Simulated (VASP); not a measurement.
TiC:

```
Ti C
1.0
     0.00000    2.12151    2.12151
     2.12151    0.00000    2.12151
     2.12151    2.12151    0.00000
Ti C
1 1
Direct
  0.00000 0.00000 0.00000
  0.50000 0.50000 0.50000
```

Base run:

```yaml
Program: VASP 6.6.1
Functional: r2SCAN
Potentials_or_basis: VASP PAW PBE potentials, release 64 (Ti_sv, C)
Cutoff: 520 eV
k_mesh: 11 × 11 × 11
Occupations: fermi-dirac, width 0.05 eV
Spin: no spin polarisation
```

Its results: band gap on the k mesh zero (band 8 reaches 11.12 eV, above the bottom of band 9 at 9.76 eV); pressure 18.6 GPa.

Q: After a change of settings the same cell gave: band gap on the k mesh zero (band 8 reaches 11.75 eV, above the bottom of band 9 at 9.27 eV); pressure 12.3 GPa. Which change was it?
A. functional from r2SCAN to revPBE; dispersion from none to D3(BJ)
B. functional from r2SCAN to LDA; potentials or basis from VASP PAW PBE potentials, release 64 (Ti_sv, C) to VASP PAW LDA potentials, release 64 (Ti_sv, C)
C. functional from r2SCAN to BLYP
D. functional from r2SCAN to PBE0; k mesh from 11 × 11 × 11 to 6 × 6 × 6

A: D.

Caveats: some runs use coarse meshes; the PAW data sets were made with another functional, which shifts forces and pressure a little.
